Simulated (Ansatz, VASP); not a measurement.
Given: the input of a run of Ansatz 0.2.0 on I.

File input.yaml:

```yaml
crystal:
  lattice:
    - [3.6106380569, -2.3789455559, 0.0]
    - [3.6106380569, 2.3789455559, 0.0]
    - [0.0, 0.0, 9.7277102343]
  atoms:
    - { symbol: I, position: [0.6493, 0.3507, 0.3844] }
    - { symbol: I, position: [0.1493, 0.8507, 0.1156] }
    - { symbol: I, position: [0.3507, 0.6493, 0.6156] }
    - { symbol: I, position: [0.8507, 0.1493, 0.8844] }
kpoints:
  mp_grid: { grid: [7, 7, 3] }
scf:
  occupations: { method: fermi_dirac, width: 0.05 }
hamiltonian:
  xc: pbesol
  pseudopotentials: { kind: all_electron, lapw: { basis_error: 0.001 } }
output:
  forces: true
  stress: true
  eigenvalues: true
```

Potentials or basis: all-electron LAPW, scalar-relativistic.

Run with:

```bash
$ ansatz run input.yaml --threads 2 --pin off --max-ram 8192MiB --backend cpu --events-out ev --progress --plain --runs-dir out
```

Question: Set up the same calculation for VASP 6.6.1. Potentials there: VASP PAW PBE potentials, release 64 (I).

Answer: As run (the cutoff follows the program's own potentials):

INCAR

```
PREC = Accurate
ENCUT = 520
EDIFF = 1E-7
ISMEAR = -1
SIGMA = 0.05
LREAL = F
LASPH = T
NELM = 60
ALGO = Normal
ISIF = 2
LWAVE = F
LCHARG = T
GGA = PS
LELF = T
LVHAR = T
NBANDS = 22
```

File KPOINTS:

```
Automatic mesh
0
Gamma
  7 7 3
```

POSCAR

```
I
1.0
    3.6106380569     -2.3789455559      0.0000000000
    3.6106380569      2.3789455559      0.0000000000
    0.0000000000      0.0000000000      9.7277102343
I
4
Direct
    0.6493000000      0.3507000000      0.3844000000
    0.1493000000      0.8507000000      0.1156000000
    0.3507000000      0.6493000000      0.6156000000
    0.8507000000      0.1493000000      0.8844000000
```

Potentials or basis: VASP PAW PBE potentials, release 64 (I).

Run with:

```console
$ cat potpaw_PBE.64/I/POTCAR > POTCAR
$ mpirun -np 1 vasp_std > vasp.out
```

Both were run:

|  | VASP | Ansatz | Ansatz less VASP |
| --- | --- | --- | --- |
| gap on the k mesh at the Fermi level (eV) | 1.33 | 1.34 | +0.007 |
| least direct gap on the mesh (eV) | 1.42 | 1.43 | +0.010 |
| pressure (GPa) | 0.6 | 0.6 | 0.00 |
| traceless stress, the component that is largest in VASP (GPa) | 1.08 | 1.06 | -0.013 |
| rms of the force components (eV/Å) | 0.549 | 0.544 | -0.0045 |

VASP's potentials were made for PBE, not for PBEsol. Atom by atom the forces differ by 0.004 eV/Å (rms over components). Ansatz ran all-electron here, and VASP with PAW potentials.

Neither program's run includes spin-orbit coupling.
